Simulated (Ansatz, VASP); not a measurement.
# Cd3S2: VASP beside Ansatz

INCAR

```
PREC = Accurate
ENCUT = 630
EDIFF = 1E-6
ISMEAR = 0
SIGMA = 0.1
LREAL = F
LASPH = T
NELM = 120
ALGO = Normal
ISIF = 2
LWAVE = F
LCHARG = F
GGA = PE
NBANDS = 44
GGA_COMPAT = F
```

File KPOINTS:

```
Automatic mesh
0
Gamma
  3 3 3
```

Contents of POSCAR:

```
Cd3S2
1.0
    3.8618625400      2.2296473700      3.0766517400
   -3.8618625400      2.2296473700      3.0766517400
    0.0000000000     -4.4592947500      3.0766517400
Cd S
3 2
Direct
    0.0000000000      0.5000000000      0.0000000000
    0.0000000000      0.0000000000      0.5000000000
    0.5000000000      0.0000000000      0.0000000000
    0.8187567600      0.8187567600      0.8187567600
    0.1812432400      0.1812432400      0.1812432400
```

Input for Ansatz:

```yaml
crystal:
  lattice:
    - [3.86186254, 2.22964737, 3.07665174]
    - [-3.86186254, 2.22964737, 3.07665174]
    - [0.0, -4.45929475, 3.07665174]
  atoms:
    - { symbol: Cd, position: [0.0, 0.5, 0.0] }
    - { symbol: Cd, position: [0.0, 0.0, 0.5] }
    - { symbol: Cd, position: [0.5, 0.0, 0.0] }
    - { symbol: S, position: [0.81875676, 0.81875676, 0.81875676] }
    - { symbol: S, position: [0.18124324, 0.18124324, 0.18124324] }
basis:
  ecutwfc: 420
kpoints:
  mp_grid: { grid: [3, 3, 3] }
hamiltonian:
  xc: pbe
scf:
  occupations: { method: gaussian, width: 0.1 }
  lower_state_search: "off"
output:
  forces: true
  stress: true
  eigenvalues: true
```

Change from the starting cell: species swapped into the Br2Cl3 type (R-3m, No. 166).

Alike in both runs: task single point; functional PBE; k mesh 3 × 3 × 3; occupations gaussian, width 0.1 eV; no spin polarisation.

|  | VASP | Ansatz |
| --- | --- | --- |
| version | VASP 6.6.1 | Ansatz 0.2.0 |
| potentials or method | VASP PAW PBE potentials, release 64 (Cd_sv_GW, S), cutoff 630 eV | scalar-relativistic, plane waves, PAW |
| valence electrons in the cell | 72 | 72 |

Ansatz gave:

```
gap on the k mesh at the Fermi level (eV)                     : 0.07
least direct gap on the mesh (eV)                             : 0.56
pressure (GPa)                                                : 13.1
traceless stress, the component that is largest in VASP (GPa) : -11.79
rms of the force components (eV/Å)                            : 0.365
```

Question: Estimate VASP's values.

Answer: gap on the k mesh at the Fermi level (eV): 0.07; least direct gap on the mesh (eV): 0.57; pressure (GPa): 13.0; traceless stress, the component that is largest in VASP (GPa): -11.77; rms of the force components (eV/Å): 0.364.

Atom by atom the forces differ by 0.001 eV/Å (rms over components).
